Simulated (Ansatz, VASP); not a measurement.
## KBr: VASP beside Ansatz

```
CELL_PARAMETERS angstrom
0.00000 3.41806 3.41806
3.41806 0.00000 3.41806
3.41806 3.41806 0.00000
ATOMIC_POSITIONS crystal
K 0.00000 0.00000 0.00000
Br 0.50000 0.50000 0.50000
```

Alike in both runs: task single point; functional PBE; k mesh 6 × 6 × 6; no spin polarisation.

```csv
,VASP,Ansatz
version,VASP 6.6.1,Ansatz 0.2.0
potentials or method,"VASP PAW PBE potentials, release 64 (K_sv, Br)","plane waves, PAW"
plane-wave cutoff (eV),520,420
occupations,"gaussian, width 0.01 eV",fixed
valence electrons in the cell,16,16
```

|  | VASP | Ansatz | Ansatz less VASP |
| --- | --- | --- | --- |
| gap on the k mesh at the Fermi level (eV) | 4.17 | 4.17 | +0.001 |
| pressure (GPa) | -0.7 | -0.7 | -0.02 |
